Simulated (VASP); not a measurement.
# Ge (I4_1/amd) in VASP: single point with LDA

Aim: the single point of Ge with LDA.

Program: VASP 6.6.1. These are calculated values, not measurements. Logs are shortened: lines on timing, memory, paths and dates and some standing lists are left out, and cuts for length are marked.

### Step 1. The cell of the first run

The structure is tetragonal, space group I4_1/amd (No. 141). Conventional cell: a = 4.030 Å, b = 4.030 Å, c = 6.055 Å, α = 90.00°, β = 90.00°, γ = 90.00°. Ge (site symmetry -4m2) has 4 Ge at 2.52 Å within 3.3 Å.

### Step 2. Single point, LDA (24.58 Å³/atom)

The input, INCAR:

```
SYSTEM = Ge
ALGO = Normal
EDIFF = 1E-6
ENCUT = 520
GGA = CA
ISIF = 2
ISMEAR = 0
LASPH = .TRUE.
LCHARG = .FALSE.
LREAL = .FALSE.
LWAVE = .FALSE.
NBANDS = 21
NELM = 80
PREC = Accurate
SIGMA = 0.15
```

The input, KPOINTS:

```
k-points
0
G
  16 16 16
  0 0 0
```

The input, POSCAR:

```
Ge
1.0
    0.0000000000      2.8493453496      3.0274294340
    2.8493453496      0.0000000000      3.0274294340
    2.8493453496      2.8493453496      0.0000000000
Ge
2
Direct
    0.5000000000      0.5000000000      0.5000000000
    0.7500000000      0.7500000000      0.7500000000
```

Potentials or basis: VASP PAW LDA potentials, release 64 (Ge_d).

Started as:

```
cat potpaw_LDA.64/Ge_d/POTCAR > POTCAR
mpirun -np 1 vasp_std > vasp.out
```

OUTCAR:

```text
SYSTEM = Ge
   EDIFF = 1E-6
   ENCUT = 520
   GGA = CA
   ISIF = 2
   ISMEAR = 0
   LASPH = .TRUE.
   LREAL = .FALSE.
   NELM = 80
   PREC = Accurate

 ion  position               nearest neighbor table
   1  0.500  0.500  0.500-   2 2.52   2 2.52   2 2.52   2 2.52
   2  0.750  0.750  0.750-   1 2.52   1 2.52   1 2.52   1 2.52

  LATTYP: Found a body centered tetragonal cell.
 ALAT       =     4.0295828373
 C/A-ratio  =     1.5026019100

  Lattice vectors:

 A1 = (  -2.8493453496,   0.0000000000,   3.0274294340)
 A2 = (   2.8493453496,   0.0000000000,   3.0274294340)
 A3 = (   0.0000000000,   2.8493453496,  -3.0274294340)

Analysis of symmetry for initial positions (statically):
=====================================================================
 Subroutine PRICEL returns:
 Original cell was already a primitive cell.

 Routine SETGRP: Setting up the symmetry group for a
 body centered tetragonal supercell.

 Subroutine GETGRP returns: Found 16 space group operations
 (whereof  8 operations were pure point group operations)
 out of a pool of 16 trial point group operations.

The static configuration has the point symmetry D_2d.
 The point group associated with its full space group is D_4h.

Analysis of symmetry for dynamics (positions and initial velocities):
=====================================================================
 Subroutine PRICEL returns:
 Original cell was already a primitive cell.

 Routine SETGRP: Setting up the symmetry group for a
 body centered tetragonal supercell.

 Subroutine GETGRP returns: Found 16 space group operations
 (whereof  8 operations were pure point group operations)
 out of a pool of 16 trial point group operations.

The dynamic configuration has the point symmetry D_2d.
 The point group associated with its full space group is D_4h.

 Subroutine INISYM returns: Found 16 space group operations
 (whereof  8 operations are pure point group operations),
 and found     1 'primitive' translations

----------------------------------------------------------------------------------------

                                     Primitive cell

  volume of cell :      49.1580

  direct lattice vectors                    reciprocal lattice vectors
     0.000000000  2.849345350  3.027429434    -0.175478904  0.175478904  0.165156616
     2.849345350  0.000000000  3.027429434     0.175478904 -0.175478904  0.165156616
     2.849345350  2.849345350  0.000000000     0.175478904  0.175478904 -0.165156616

  length of vectors
     4.157414810  4.157414810  4.029582837     0.298097970  0.298097970  0.298097970

  position of ions in fractional coordinates (direct lattice)
     0.500000000  0.500000000  0.500000000
     0.750000000  0.750000000  0.750000000

  ion indices of the primitive-cell ions
   primitive index   ion index
                 1           1
                 2           2

----------------------------------------------------------------------------------------

 KPOINTS: k-points

Automatic generation of k-mesh.
 Grid dimensions read from file:
 generate k-points for:   16   16   16

 Generating k-lattice:

  Cartesian coordinates                     Fractional coordinates (reciprocal lattice)
    -0.010967432  0.010967432  0.010322288     0.062500000  0.000000000  0.000000000
     0.010967432 -0.010967432  0.010322288     0.000000000  0.062500000  0.000000000
     0.010967432  0.010967432 -0.010322288     0.000000000  0.000000000  0.062500000

  Length of vectors
     0.018631123  0.018631123  0.018631123

  Shift w.r.t. Gamma in fractional coordinates (k-lattice)
     0.000000000  0.000000000  0.000000000

 Subroutine IBZKPT returns following result:
 ===========================================

 Found    349 irreducible k-points:

 Following reciprocal coordinates:
            Coordinates               Weight
  0.000000  0.000000  0.000000      1.000000
  0.062500  0.000000  0.000000      8.000000
  0.125000  0.000000  0.000000      8.000000
  0.187500 -0.000000  0.000000      8.000000
  0.250000  0.000000  0.000000      8.000000
  0.312500  0.000000  0.000000      8.000000
[... 16 lines left out ...]
 -0.125000  0.062500  0.000000      8.000000
 -0.062500  0.062500  0.000000      4.000000
 [... further k-points ...]
   k-points           NKPTS =    349   k-points in BZ     NKDIM =    349   number of bands    NBANDS=     21
   number of dos      NEDOS =    301   number of ions     NIONS =      2
   total plane-waves  NPLWV =  30720
   dimension x,y,z NGX =    32 NGY =   32 NGZ =   30
   dimension x,y,z NGXF=    64 NGYF=   64 NGZF=   60
   ions per type =               2
   NGX,Y,Z   is equivalent  to a cutoff of  12.80, 12.80, 12.38 a.u.
   NGXF,Y,Z  is equivalent  to a cutoff of  25.59, 25.59, 24.75 a.u.
 SYSTEM =  Ge
   PREC   = accura    normal or accurate (medium, high low for compatibility)
   ISTART =      0    job   : 0-new  1-cont  2-samecut
   ICHARG =      2    charge: 1-file 2-atom 10-const
   ISPIN  =      1    spin polarized calculation?
   LNONCOLLINEAR =      F non collinear calculations
   LSORBIT =      F    spin-orbit coupling
   LASPH  =      T    aspherical Exc in radial PAW
   ENCUT  =  520.0 eV  38.22 Ry    6.18 a.u.   7.73  7.73  7.49*2*pi/ulx,y,z
   NELM   =     80;   NELMIN=  2; NELMDL= -5     # of ELM steps
   EDIFF  = 0.1E-05   stopping-criterion for ELM
   LREAL  =      F    real-space projection
   EDIFFG = 0.1E-04   stopping-criterion for IOM
   NSW    =      0    number of steps for IOM
   IBRION =     -1    ionic relax: 0-MD 1-quasi-New 2-CG
   NFREE  =      0    steps in history (QN), initial steepest desc. (CG)
   ISIF   =      2    stress and relaxation
   ISYM   =      2    0-nonsym 1-usesym 2-fastsym
   POTIM  = 0.5000    time-step for ionic-motion
   TEBEG  =    0.0;   TEEND  =   0.0 temperature during run
   PSTRESS=    0.0 pullay stress
   NELECT =      28.0000    total number of electrons
   NUPDOWN=      -1.0000    fix difference up-down
   EMIN   =  10.00;   EMAX   =-10.00  energy-range for DOS
   EFERMI =   0.00;   METHOD = LEGACY
   ISMEAR =     0;   SIGMA  =   0.15  broadening in eV -4-tet -1-fermi 0-gaus
   EFERMI_NEDOS =   21; number of points for ismear=-14 and -15
   IALGO  =     38    algorithm
   IMIX   =      4    mixing-type and parameters
     AMIX     =   0.40;   BMIX     =  1.00
     AMIX_MAG =   1.60;   BMIX_MAG =  1.00
  volume/ion in A,a.u.               =      24.58       165.87
  Fermi-wavevector in a.u.,A,eV,Ry     =   1.357051  2.564454 25.056311  1.841587
  Thomas-Fermi vector in A             =   2.484002
   LORBIT       =      0    0 simple, 1 ext, 2 COOP (PROOUT), +10 PAW based schemes
   GGA     = CA    functional components
   LHFCALC =     F    Hartree Fock is set to
   AEXX    =    0.0000 exact exchange contribution
   IVDW    =     0    specifies the selected vdW correction
   LEPSILON=     F    determine dielectric tensor
   LRPA    =     F    only Hartree local field effects (RPA)
 non-spin polarized calculation
 Gauss-broadening in eV      SIGMA  =   0.15
  energy-cutoff  :      520.00
  volume of cell :       49.16
 maximum number of plane-waves:      1356
   NGX = 15   NGY = 15   NGZ = 15

 number of electron      27.9999983 magnetization

 Free energy of the ion-electron system (eV)
  ---------------------------------------------------
  ext. energy  EPLUGINS =         0.00000000
  ---------------------------------------------------
  free energy    TOTEN  =       -10.27763395 eV

  energy without entropy =      -10.27661829  energy(sigma->0) =      -10.27712612

 E-fermi :   3.9305     XC(G=0):  -9.9113

 val. band max:        3.9106991530   @ k =  -0.1250   0.0625   0.0000
 cond. band min:       4.0219231835   @ k =   0.3125   0.0000   0.0000
 fundamental gap:      0.1112240304
 Fermi energy:         3.9304756562

 k-point     1 :       0.0000    0.0000    0.0000
  band No.  band energies     occupation
      1     -20.8881      2.00000
      2     -20.8881      2.00000
      3     -20.8781      2.00000
      4     -20.8549      2.00000
      5     -20.8532      2.00000
      6     -20.7000      2.00000
[... 13 lines left out ...]
     20      12.6253      0.00000
     21      13.6049      0.00000

 k-point     2 :       0.0625    0.0000    0.0000
  band No.  band energies     occupation
      1     -20.8901      2.00000
      2     -20.8881      2.00000
      3     -20.8798      2.00000
      4     -20.8518      2.00000
      5     -20.8508      2.00000
      6     -20.7013      2.00000
[... 13 lines left out ...]
     20      12.3134      0.00000
     21      13.4156      0.00000

 k-point     3 :       0.1250    0.0000    0.0000
  band No.  band energies     occupation
      1     -20.8945      2.00000
      2     -20.8889      2.00000
      3     -20.8818      2.00000
      4     -20.8450      2.00000
      5     -20.8450      2.00000
      6     -20.7045      2.00000
[... 13 lines left out ...]
     20      11.9461      0.00000
     21      12.8278      0.00000

 k-point     4 :       0.1875   -0.0000    0.0000
  band No.  band energies     occupation
      1     -20.8994      2.00000
      2     -20.8917      2.00000
      3     -20.8810      2.00000
      4     -20.8383      2.00000
      5     -20.8372      2.00000
      6     -20.7084      2.00000
[... 13 lines left out ...]
     20      11.9239      0.00000
     21      12.4357      0.00000

 k-point     5 :       0.2500    0.0000    0.0000
  band No.  band energies     occupation
      1     -20.9037      2.00000
      2     -20.8945      2.00000
      3     -20.8788      2.00000
      4     -20.8322      2.00000
      5     -20.8300      2.00000
      6     -20.7124      2.00000
[... 13 lines left out ...]
     20      12.1841      0.00000
     21      12.3308      0.00000

 k-point     6 :       0.3125    0.0000    0.0000
  band No.  band energies     occupation
      1     -20.9069      2.00000
      2     -20.8964      2.00000
      3     -20.8763      2.00000
      4     -20.8275      2.00000
      5     -20.8243      2.00000
      6     -20.7169      2.00000
[... 13 lines left out ...]
     20      12.5632      0.00000
     21      12.6352      0.00000

 k-point     7 :       0.3750   -0.0000    0.0000
  band No.  band energies     occupation
      1     -20.9091      2.00000
      2     -20.8975      2.00000
      3     -20.8740      2.00000
      4     -20.8243      2.00000
      5     -20.8203      2.00000
      6     -20.7198      2.00000
[... 13 lines left out ...]
     20      13.1152      0.00000
     21      13.4199      0.00000
[... 291 lines left out ...]
      1     -20.9098      2.00000
      2     -20.8969      2.00000
      3     -20.8709      2.00000
      4     -20.8259      2.00000
      5     -20.8213      2.00000
      6     -20.7239      2.00000
[... 13 lines left out ...]
     20      12.2239      0.00000
     21      13.8132      0.00000

 k-point    21 :      -0.2500    0.0625    0.0000
  band No.  band energies     occupation
      1     -20.9072      2.00000
      2     -20.8936      2.00000
      3     -20.8742      2.00000
      4     -20.8320      2.00000
      5     -20.8255      2.00000
      6     -20.7203      2.00000
[... 13 lines left out ...]
     20      11.8936      0.00000
     21      13.0358      0.00000

 k-point    22 :      -0.1875    0.0625    0.0000
  band No.  band energies     occupation
      1     -20.9034      2.00000
      2     -20.8895      2.00000
      3     -20.8781      2.00000
      4     -20.8388      2.00000
      5     -20.8315      2.00000
      6     -20.7147      2.00000
[... 13 lines left out ...]
     20      11.8963      0.00000
     21      12.5713      0.00000

 k-point    23 :      -0.1250    0.0625    0.0000
  band No.  band energies     occupation
      1     -20.8987      2.00000
      2     -20.8854      2.00000
      3     -20.8815      2.00000
      4     -20.8457      2.00000
      5     -20.8387      2.00000
      6     -20.7075      2.00000
[... 13 lines left out ...]
     20      12.1964      0.00000
     21      12.4957      0.00000

 k-point    24 :      -0.0625    0.0625    0.0000
  band No.  band energies     occupation
      1     -20.8938      2.00000
      2     -20.8859      2.00000
      3     -20.8804      2.00000
      4     -20.8510      2.00000
      5     -20.8458      2.00000
      6     -20.6995      2.00000
[... 13 lines left out ...]
     20      12.6105      0.00000
     21      12.7299      0.00000

 [... further k-points ...]
[... 5 lines left out ...]
  --------------------------------------------------------------------------------------
  -------------------------------------------------------------------------------------
  Total       -1.2682316     -1.2682316     -2.6029618      0.0000000     -0.0000000      0.0000000
  in kB      -41.3347159    -41.3347159    -84.8367796      0.0000000     -0.0000000      0.0000000
  external PRESSURE =     -55.8354038 kB  Pullay stress =       0.0000000 kB

 VOLUME and BASIS-vectors are now :
 -----------------------------------------------------------------------------
  energy-cutoff  :      520.00
  volume of cell :       49.16
      direct lattice vectors                 reciprocal lattice vectors
     0.000000000  2.849345350  3.027429434    -0.175478904  0.175478904  0.165156616
     2.849345350  0.000000000  3.027429434     0.175478904 -0.175478904  0.165156616
     2.849345350  2.849345350  0.000000000     0.175478904  0.175478904 -0.165156616

 POSITION                                       TOTAL-FORCE (eV/Angst)
 -----------------------------------------------------------------------------------
      2.84935      2.84935      3.02743        -0.000000     -0.000000      0.000000
      4.27402      4.27402      4.54114         0.000000      0.000000      0.000000
 -----------------------------------------------------------------------------------
    total drift:                               -0.000000     -0.000000      0.000000

  FREE ENERGIE OF THE ION-ELECTRON SYSTEM (eV)
  ---------------------------------------------------
  free  energy   TOTEN  =       -10.2776339506 eV

  energy  without entropy=      -10.2766182916  energy(sigma->0) =      -10.27712612
```

Run time: 7.1 min. Hardware: 1 thread of AMD EPYC 7R13, shared host; peak memory 0.34 GiB.

Results:

- Free energy: -10.2776 eV
- Pressure: -5.6 GPa
- Band gap on the k mesh: zero (bands 14 and 15 overlap by 0.38 eV)

Levels at points of the mesh, in eV from the Fermi level:
| k point | band 12 | band 13 | band 14 | band 15 | band 16 | band 17 |
| --- | --- | --- | --- | --- | --- | --- |
| (0.00, 0.00, 0.00) | -0.87 | -0.29 | 0.18 | 0.18 | 2.43 | 2.43 |
| (0.50, 0.00, 0.00) | -7.26 | -1.51 | -0.99 | -0.20 | 3.59 | 3.85 |
| (0.50, 0.50, 0.00) | -8.78 | -2.50 | -2.50 | 1.09 | 1.09 | 8.69 |
| (0.50, 0.00, 0.50) | -8.52 | -2.89 | -2.89 | 0.64 | 0.64 | 8.62 |

Caveat: the cell stands under tension; semilocal functionals underestimate gaps, and a narrow one can read as zero.

The gap in the log of VASP goes by the Fermi energy; the results here count the filled bands.